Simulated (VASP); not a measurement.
A run of VASP 6.6.1:

File INCAR:

```
SYSTEM = Ta3Ru
PREC     = Accurate       ! precision mode
ENCUT    = 600            ! plane-wave cutoff, eV
EDIFF    = 1E-6           ! SCF threshold, eV
ISMEAR   = 0              ! smearing method
SIGMA    = 0.1            ! smearing width, eV
LREAL    = .FALSE.        ! projectors in reciprocal space
LASPH    = .TRUE.         ! aspherical terms in the spheres
NELM     = 100            ! most SCF steps
ALGO     = Fast           ! electronic algorithm
ISIF     = 4              ! what is computed and relaxed
LWAVE    = .FALSE.        ! write WAVECAR
LCHARG   = .FALSE.        ! write CHGCAR
GGA      = PS             ! functional
IBRION   = 2              ! ionic algorithm
NSW      = 50             ! ionic steps
EDIFFG   = -0.01          ! ionic threshold
```

KPOINTS

```
regular mesh
0
G
  16 16 6
  0 0 0
```

POSCAR

```
Ta3Ru
1.0
    1.6508077378     -2.3409993961      0.0000000000
    1.6508077378      2.3409993961      0.0000000000
    0.0000000000      0.0000000000      8.8323697209
Ta Ru
3 1
Direct
    0.5000000000      0.5000000000      0.7635524507
    0.0000000000      0.0000000000      0.5000000000
    0.5000000000      0.5000000000      0.2364475493
    0.0000000000      0.0000000000      0.0000000000
```

Potentials or basis: VASP PAW PBE potentials, release 64 (Ta_pv, Ru_pv).

The run is started by

```sh
$ cat potpaw_PBE.64/Ta_pv/POTCAR potpaw_PBE.64/Ru_pv/POTCAR > POTCAR
$ mpirun -np 1 vasp_std > vasp.out
```

Hardware: 1 thread of Oxide Virtual Turin-like Processor, on a shared host.

Task: Estimate the wall time of this run.

Result: It took 30 min on 1 thread of Oxide Virtual Turin-like Processor, on a shared host, peak memory 0.65 GiB. Counts: scf iterations 44, k points 292, ion steps 5.
